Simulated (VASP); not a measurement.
# PtSe2 in VASP: single point with PBE+D3(BJ)

Aim: the single point of PtSe2 with PBE+D3(BJ).

Program: VASP 6.6.1. These are calculated values, not measurements. Logs are shortened: lines on timing, memory, paths and dates and some standing lists are left out, and cuts for length are marked.

## 1. The cell of the first run

The cell holds a slab with vacuum, 6 atoms: a = 3.707 Å, b = 3.707 Å, c = 22.798 Å, α = 90.00°, β = 90.00°, γ = 120.00°.

## 2. Single point, PBE+D3(BJ)

Input file INCAR:

```
SYSTEM = PtSe2
PREC     = Accurate       ! precision mode
ENCUT    = 520            ! plane-wave cutoff, eV
EDIFF    = 1E-7           ! SCF threshold, eV
ISMEAR   = 0              ! smearing method
SIGMA    = 0.05           ! smearing width, eV
LREAL    = .False.        ! projectors in reciprocal space
LASPH    = .True.         ! aspherical terms in the spheres
NELM     = 100            ! most SCF steps
ALGO     = Normal         ! electronic algorithm
ISIF     = 2              ! what is computed and relaxed
LWAVE    = .False.        ! write WAVECAR
LCHARG   = .True.         ! write CHGCAR
LDIPOL   = .True.       
IDIPOL   = 3            
DIPOL    = 0.5 0.5 0.390
GGA      = PE             ! functional
IVDW     = 12             ! dispersion correction
LELF     = .True.         ! ELF
LVHAR    = .True.       
LVACPOTAV= .True.       
NBANDS   = 31             ! bands
```

Input file KPOINTS:

```
Automatic mesh
0
Gamma
  9 9 1
  0 0 0
```

Input file POSCAR:

```
PtSe2
1.0
    3.7070359042      0.0000000000      0.0000000000
   -1.8535179521      3.2103872658      0.0000000000
    0.0000000000      0.0000000000     22.7981610971
Se Pt
4 2
Direct
    0.6666666667      0.3333333333      0.1973843408
    0.3333333333      0.6666666667      0.3134873373
    0.3333333333      0.8333333333      0.4659161532
    0.6666666667      0.5000000000      0.5820197752
    0.0000000000      0.0000000000      0.2555591465
    1.0000000000      1.1666666667      0.5238434253
```

Potentials or basis: VASP PAW PBE potentials, release 64 (Se, Pt).

The run is started by

```bash
$ cat potpaw_PBE.64/Se/POTCAR potpaw_PBE.64/Pt/POTCAR > POTCAR
$ mpirun -np 1 vasp_std > vasp.out
```

OUTCAR:

```text
SYSTEM = PtSe2
   PREC = Accurate
   ENCUT = 520
   EDIFF = 1E-7
   ISMEAR = 0
   LREAL = .False.
   LASPH = .True.
   NELM = 100
   ISIF = 2
   GGA = PE
   IVDW = 12
 IVDW          = 12

 ion  position               nearest neighbor table
   1  0.667  0.333  0.197-   5 2.52   5 2.52   5 2.52
   2  0.333  0.667  0.313-   5 2.51   5 2.51   5 2.51
   3  0.333  0.833  0.466-   6 2.51   6 2.51   6 2.51
   4  0.667  0.500  0.582-   6 2.52   6 2.52   6 2.52
   5  0.000  0.000  0.256-   2 2.51   2 2.51   2 2.51   1 2.52   1 2.52   1 2.52
   6  0.000  0.167  0.524-   3 2.51   3 2.51   3 2.51   4 2.52   4 2.52   4 2.52

  LATTYP: Found a hexagonal cell.
 ALAT       =     3.7070359042
 C/A-ratio  =     6.1499704039

  Lattice vectors:

 A1 = (   3.7070359042,   0.0000000000,   0.0000000000)
 A2 = (  -1.8535179521,   3.2103872658,   0.0000000000)
 A3 = (   0.0000000000,   0.0000000000,  22.7981610971)

Analysis of symmetry for initial positions (statically):
=====================================================================
 Subroutine PRICEL returns:
 Original cell was already a primitive cell.

 Routine SETGRP: Setting up the symmetry group for a
 hexagonal supercell.

 Subroutine GETGRP returns: Found  2 space group operations
 (whereof  1 operations were pure point group operations)
 out of a pool of 24 trial point group operations.

The static configuration has the point symmetry C_1 .
 The point group associated with its full space group is C_2 .

Analysis of symmetry for dynamics (positions and initial velocities):
=====================================================================
 Subroutine PRICEL returns:
 Original cell was already a primitive cell.

 Routine SETGRP: Setting up the symmetry group for a
 hexagonal supercell.

 Subroutine GETGRP returns: Found  2 space group operations
 (whereof  1 operations were pure point group operations)
 out of a pool of 24 trial point group operations.

The dynamic configuration has the point symmetry C_1 .
 The point group associated with its full space group is C_2 .

 Subroutine INISYM returns: Found  2 space group operations
 (whereof  1 operations are pure point group operations),
 and found     1 'primitive' translations

----------------------------------------------------------------------------------------

                                     Primitive cell

  volume of cell :     271.3214

  direct lattice vectors                    reciprocal lattice vectors
     3.707035904  0.000000000  0.000000000     0.269757301  0.155744450  0.000000000
    -1.853517952  3.210387266  0.000000000     0.000000000  0.311488901  0.000000000
     0.000000000  0.000000000 22.798161097     0.000000000  0.000000000  0.043863187

  length of vectors
     3.707035904  3.707035904 22.798161097     0.311488901  0.311488901  0.043863187

  position of ions in fractional coordinates (direct lattice)
     0.666666667  0.333333333  0.197384341
     0.333333333  0.666666667  0.313487337
     0.333333333  0.833333333  0.465916153
     0.666666667  0.500000000  0.582019775
     0.000000000  0.000000000  0.255559146
     0.000000000  0.166666667  0.523843425

  ion indices of the primitive-cell ions
   primitive index   ion index
                 1           1
                 2           2
                 3           3
                 4           4
                 5           5
                 6           6

----------------------------------------------------------------------------------------

 KPOINTS: Automatic mesh

Automatic generation of k-mesh.
 Grid dimensions read from file:
 generate k-points for:    9    9    1

 Generating k-lattice:

  Cartesian coordinates                     Fractional coordinates (reciprocal lattice)
     0.029973033  0.017304939  0.000000000     0.111111111  0.000000000  0.000000000
     0.000000000  0.034609878  0.000000000     0.000000000  0.111111111  0.000000000
     0.000000000  0.000000000  0.043863187     0.000000000  0.000000000  1.000000000

  Length of vectors
     0.034609878  0.034609878  0.043863187

  Shift w.r.t. Gamma in fractional coordinates (k-lattice)
     0.000000000  0.000000000  0.000000000

 Subroutine IBZKPT returns following result:
 ===========================================

 Found     25 irreducible k-points:

 Following reciprocal coordinates:
            Coordinates               Weight
  0.000000  0.000000  0.000000      1.000000
  0.111111  0.000000  0.000000      2.000000
  0.000000  0.111111  0.000000      4.000000
  0.222222  0.000000  0.000000      2.000000
  0.000000  0.222222  0.000000      4.000000
  0.333333  0.000000  0.000000      2.000000
[... 16 lines left out ...]
 -0.222222 -0.444444  0.000000      4.000000
  0.444444  0.333333  0.000000      4.000000
   k-points           NKPTS =     25   k-points in BZ     NKDIM =     25   number of bands    NBANDS=     31
   number of dos      NEDOS =    301   number of ions     NIONS =      6
   total plane-waves  NPLWV = 141120
   dimension x,y,z NGX =    28 NGY =   28 NGZ =  180
   dimension x,y,z NGXF=    56 NGYF=   56 NGZF=  360
   ions per type =               4   2
   NGX,Y,Z   is equivalent  to a cutoff of  12.56, 12.56, 13.13 a.u.
   NGXF,Y,Z  is equivalent  to a cutoff of  25.11, 25.11, 26.25 a.u.
 SYSTEM =  PtSe2
   PREC   = accura    normal or accurate (medium, high low for compatibility)
   ISTART =      0    job   : 0-new  1-cont  2-samecut
   ICHARG =      2    charge: 1-file 2-atom 10-const
   ISPIN  =      1    spin polarized calculation?
   LNONCOLLINEAR =      F non collinear calculations
   LSORBIT =      F    spin-orbit coupling
   LASPH  =      T    aspherical Exc in radial PAW
   ENCUT  =  520.0 eV  38.22 Ry    6.18 a.u.   6.89  6.89 42.39*2*pi/ulx,y,z
   NELM   =    100;   NELMIN=  2; NELMDL= -5     # of ELM steps
   EDIFF  = 0.1E-06   stopping-criterion for ELM
   LREAL  =      F    real-space projection
   EDIFFG = 0.1E-05   stopping-criterion for IOM
   NSW    =      0    number of steps for IOM
   IBRION =     -1    ionic relax: 0-MD 1-quasi-New 2-CG
   NFREE  =      0    steps in history (QN), initial steepest desc. (CG)
   ISIF   =      2    stress and relaxation
   ISYM   =      2    0-nonsym 1-usesym 2-fastsym
   POTIM  = 0.5000    time-step for ionic-motion
   TEBEG  =    0.0;   TEEND  =   0.0 temperature during run
   PSTRESS=    0.0 pullay stress
   NELECT =      44.0000    total number of electrons
   NUPDOWN=      -1.0000    fix difference up-down
   EMIN   =  10.00;   EMAX   =-10.00  energy-range for DOS
   EFERMI =   0.00;   METHOD = LEGACY
   ISMEAR =     0;   SIGMA  =   0.05  broadening in eV -4-tet -1-fermi 0-gaus
   EFERMI_NEDOS =   21; number of points for ismear=-14 and -15
   IALGO  =     38    algorithm
   IMIX   =      4    mixing-type and parameters
     AMIX     =   0.40;   BMIX     =  1.00
     AMIX_MAG =   1.60;   BMIX_MAG =  1.00
  volume/ion in A,a.u.               =      45.22       305.16
  Fermi-wavevector in a.u.,A,eV,Ry     =   0.892752  1.687057 10.843937  0.797007
  Thomas-Fermi vector in A             =   2.014742
   LORBIT       =      0    0 simple, 1 ext, 2 COOP (PROOUT), +10 PAW based schemes
   GGA     = PE    functional components
   LHFCALC =     F    Hartree Fock is set to
   AEXX    =    0.0000 exact exchange contribution
   IVDW    =    12    specifies the selected vdW correction
   LEPSILON=     F    determine dielectric tensor
   LRPA    =     F    only Hartree local field effects (RPA)
 non-spin polarized calculation
 Gauss-broadening in eV      SIGMA  =   0.05
  energy-cutoff  :      520.00
  volume of cell :      271.32
 maximum number of plane-waves:      7334
   NGX = 13   NGY = 13   NGZ = 85

 number of electron      44.0000001 magnetization

 dipolmoment           0.000000      0.000000     -0.000399 electrons x Angstroem

 Free energy of the ion-electron system (eV)
  ---------------------------------------------------
  ext. energy  EPLUGINS =         0.00000000
  ---------------------------------------------------
  free energy    TOTEN  =       -28.52548878 eV

  energy without entropy =      -28.52548878  energy(sigma->0) =      -28.52548878

 E-fermi :  -0.0805     XC(G=0):  -5.4936

 val. band max:       -0.3121431514   @ k =   0.1111   0.1111   0.0000
 cond. band min:       0.5157030009   @ k =   0.2222   0.0000   0.0000
 fundamental gap:      0.8278461523
 Fermi energy:        -0.0804869639

 k-point     1 :       0.0000    0.0000    0.0000
  band No.  band energies     occupation
      1     -14.7700      2.00000
      2     -14.7046      2.00000
      3     -13.0343      2.00000
      4     -12.9056      2.00000
      5      -6.0406      2.00000
      6      -5.7802      2.00000
[... 23 lines left out ...]
     30       4.9176      0.00000
     31       4.9713      0.00000

 k-point     2 :       0.1111    0.0000    0.0000
  band No.  band energies     occupation
      1     -14.6382      2.00000
      2     -14.5718      2.00000
      3     -13.0369      2.00000
      4     -12.9145      2.00000
      5      -5.9404      2.00000
      6      -5.7931      2.00000
[... 23 lines left out ...]
     30       5.4862      0.00000
     31       5.6660      0.00000

 k-point     3 :       0.0000    0.1111    0.0000
  band No.  band energies     occupation
      1     -14.6381      2.00000
      2     -14.5718      2.00000
      3     -13.0366      2.00000
      4     -12.9147      2.00000
      5      -5.9409      2.00000
      6      -5.7944      2.00000
[... 703 lines left out ...]
     30       7.0620      0.00000
     31       7.2411      0.00000

 k-point    24 :       0.4444    0.3333    0.0000
  band No.  band energies     occupation
      1     -13.2468      2.00000
      2     -13.1519      2.00000
      3     -13.0757      2.00000
      4     -13.0242      2.00000
      5      -6.3160      2.00000
      6      -6.2607      2.00000
[... 23 lines left out ...]
     30       7.0903      0.00000
     31       7.2479      0.00000

 [... further k-points ...]

------------------------ aborting loop because EDIFF is reached ----------------------------------------

 Edisp (eV)   -2.06767

 E8    (eV) :    -0.9160

  FORCE on cell =-STRESS in cart. coord.  units (eV):
  Direction    XX          YY          ZZ          XY          YZ          ZX
  --------------------------------------------------------------------------------------
  -------------------------------------------------------------------------------------
  Total      -0.01963     0.00734    -0.04626    -0.02336     0.21123    -0.12196
  in kB      -0.11594     0.04334    -0.27318    -0.13794     1.24736    -0.72016
  external pressure =       -0.12 kB  Pullay stress =        0.00 kB

 VOLUME and BASIS-vectors are now :
 -----------------------------------------------------------------------------
  energy-cutoff  :      520.00
  volume of cell :      271.32
      direct lattice vectors                 reciprocal lattice vectors
     3.707035904  0.000000000  0.000000000     0.269757301  0.155744450  0.000000000
    -1.853517952  3.210387266  0.000000000     0.000000000  0.311488901  0.000000000
     0.000000000  0.000000000 22.798161097     0.000000000  0.000000000  0.043863187

 POSITION                                       TOTAL-FORCE (eV/Angst)
 -----------------------------------------------------------------------------------
      1.85352      1.07013      4.50000         0.008029     -0.019612     -0.000233
     -0.00000      2.14026      7.14693         0.028324     -0.051634      0.000154
     -0.30892      2.67532     10.62203        -0.030554      0.050346     -0.000154
      1.54460      1.60519     13.26898        -0.012970      0.016759      0.000233
      0.00000      0.00000      5.82628        -0.008301      0.022658      0.000014
     -0.30892      0.53506     11.94267         0.015472     -0.018518     -0.000014
 -----------------------------------------------------------------------------------
    total drift:                                0.000022      0.000071     -0.043602

  FREE ENERGIE OF THE ION-ELECTRON SYSTEM (eV)
  ---------------------------------------------------
  free  energy   TOTEN  =       -30.5931600174 eV

  energy  without entropy=      -30.5931600174  energy(sigma->0) =      -30.59316002

 vacuum level on the upper side and lower side of the slab         4.985         4.991
```

Wall time 4.1 min (1 thread of AMD EPYC 9R14 (Zen 4), shared host); peak memory 0.43 GiB.

What came out:

| Property | Result |
| --- | --- |
| Free energy | -30.5932 eV |
| Largest force | 0.059 eV/Å |
| Band gap on the k mesh | 0.83 eV, indirect (least direct gap 1.01 eV) |
| Dispersion energy per atom | -0.345 eV |

Forces on the atoms (eV/Å):
```
Se   0.008 -0.020  0.000
Se   0.028 -0.052  0.000
Se  -0.031  0.050  0.000
Se  -0.013  0.017  0.000
Pt  -0.008  0.023  0.000
Pt   0.015 -0.019  0.000
```

Caveat: spin-orbit coupling is left out, which moves the levels of the heavy elements.
